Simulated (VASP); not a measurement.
A run of VASP 6.6.1 is set up as follows.

File INCAR:

```
SYSTEM = AlGa2P3
ALGO     = Normal         ! electronic algorithm
EDIFF    = 1E-7           ! SCF threshold, eV
EDIFFG   = -0.01          ! ionic threshold
ENCUT    = 600            ! plane-wave cutoff, eV
GGA      = PS             ! functional
IBRION   = 2              ! ionic algorithm
ISIF     = 3              ! what is computed and relaxed
ISMEAR   = -1             ! smearing method
LASPH    = .True.         ! aspherical terms in the spheres
LCHARG   = .False.        ! write CHGCAR
LREAL    = .False.        ! projectors in reciprocal space
LWAVE    = .False.        ! write WAVECAR
NELM     = 80             ! most SCF steps
NSW      = 100            ! ionic steps
PREC     = Accurate       ! precision mode
SIGMA    = 0.03           ! smearing width, eV
```

KPOINTS

```
k-points
0
Gamma
  6 6 6
  0 0 0
```

The input POSCAR:

```
AlGa2P3
1.0
   -1.9819311800      2.8065121100      6.0053162200
    1.9819311800     -2.8065121100      6.0053162200
    1.9819311800      2.8065121100     -6.0053162200
Al Ga P
1 2 3
Direct
    0.0000000000      0.0000000000      0.0000000000
    0.6641442600      0.6641442600      0.0000000000
    0.3358557400      0.3358557400      0.0000000000
    0.5000000000      0.0000000000      0.5000000000
    0.1667561500      0.6667561500      0.5000000000
    0.8332438500      0.3332438500      0.5000000000
```

Potentials or basis: VASP PAW PBE potentials, release 64 (Al, Ga_d, P).

Command:

```bash
$ cat potpaw_PBE.64/Al/POTCAR potpaw_PBE.64/Ga_d/POTCAR potpaw_PBE.64/P/POTCAR > POTCAR
$ mpirun -np 1 vasp_std > vasp.out
```

Question: Predict the relaxed cell.

Answer: a = 6.279 Å, b = 6.279 Å, c = 6.279 Å, α = 147.25°, β = 132.35°, γ = 59.02°.

Question: Predict the band gap on the k mesh.

Answer: Zero (bands 22 and 23 overlap by 2.70 eV).

Question: Predict the relaxed volume.

Answer: 16.36 Å³/atom.

Question: Estimate the space group after relaxing (to 0.1 Å).

Answer: Immm (No. 71).

Forces in eV/Å, atoms in the order of the input:
```
Al   0.000  0.000  0.000
Ga   0.000  0.000  0.010
Ga   0.000  0.000 -0.010
P    0.000  0.000  0.000
P    0.000  0.000 -0.007
P    0.000  0.000  0.007
```

Caveat: the volume moved by over 15 % at a fixed basis, so the end points are rough; the PAW data sets were made with another functional, which shifts forces and pressure a little.
